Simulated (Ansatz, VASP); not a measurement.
# One calculation of SiC, two programs

Contents of POSCAR:

```
SiC
1.0
    0.0000000000      2.1740000000      2.1740000000
    2.1740000000      0.0000000000      2.1740000000
    2.1740000000      2.1740000000      0.0000000000
Si C
1 1
Direct
    0.0000000000      0.0000000000      0.0000000000
    0.7500000000      0.7500000000      0.7500000000
```

The input INCAR.step1:

```
PREC     = Accurate       # precision mode
ENCUT    = 660            # plane-wave cutoff, eV
ISMEAR   = 0              # smearing method
SIGMA    = 0.1            # smearing width, eV
LREAL    = F              # projectors in reciprocal space
LASPH    = T              # aspherical terms in the spheres
NELM     = 120            # most SCF steps
NBANDS   = 11             # bands
GGA      = PE             # functional
ALGO     = Normal         # electronic algorithm
EDIFF    = 1E-5           # SCF threshold, eV
LWAVE    = T              # write WAVECAR
LCHARG   = F              # write CHGCAR
GGA_COMPAT= F
```

Contents of INCAR.step2:

```
PREC     = Accurate       # precision mode
ENCUT    = 660            # plane-wave cutoff, eV
EDIFF    = 1E-6           # SCF threshold, eV
ISMEAR   = 0              # smearing method
SIGMA    = 0.1            # smearing width, eV
LREAL    = F              # projectors in reciprocal space
LASPH    = T              # aspherical terms in the spheres
NELM     = 120            # most SCF steps
ALGO     = Normal         # electronic algorithm
ISIF     = 2              # what is computed and relaxed
LWAVE    = F              # write WAVECAR
LCHARG   = F              # write CHGCAR
METAGGA  = R2SCAN         # meta-GGA
LMIXTAU  = T            
NBANDS   = 11             # bands
ISTART   = 1            
GGA_COMPAT= F
```

Contents of KPOINTS:

```
regular mesh
0
Gamma
  8 8 8
```

Input for Ansatz:

```yaml
crystal:
  lattice:
    - [0.0, 2.174, 2.174]
    - [2.174, 0.0, 2.174]
    - [2.174, 2.174, 0.0]
  atoms:
    - { symbol: Si, position: [0.0, 0.0, 0.0] }
    - { symbol: C, position: [0.75, 0.75, 0.75] }
basis:
  ecutwfc: 500
kpoints:
  mp_grid: { grid: [8, 8, 8] }
hamiltonian:
  xc: r2scan
scf:
  occupations: { method: gaussian, width: 0.1 }
output:
  forces: true
  stress: true
  eigenvalues: true
```

Alike in both runs: task single point; functional r2SCAN; k mesh 8 × 8 × 8; occupations gaussian, width 0.1 eV; no spin polarisation.

```csv
,VASP,Ansatz
version,VASP 6.6.1,Ansatz 0.2.0
potentials or method,"VASP PAW PBE potentials, release 64 (Si, C), cutoff 660 eV","scalar-relativistic, plane waves, PAW"
valence electrons in the cell,8,8
```

VASP gave:

| Quantity | Value |
| --- | --- |
| gap on the k mesh at the Fermi level (eV) | 1.72 |
| least direct gap on the mesh (eV) | 5.07 |
| pressure (GPa) | 0.9 |

Task: What did Ansatz give for the same quantities?

Result: gap on the k mesh at the Fermi level (eV): 1.71; least direct gap on the mesh (eV): 5.05; pressure (GPa): 1.3.

VASP's potentials were made for PBE, not for r2SCAN.
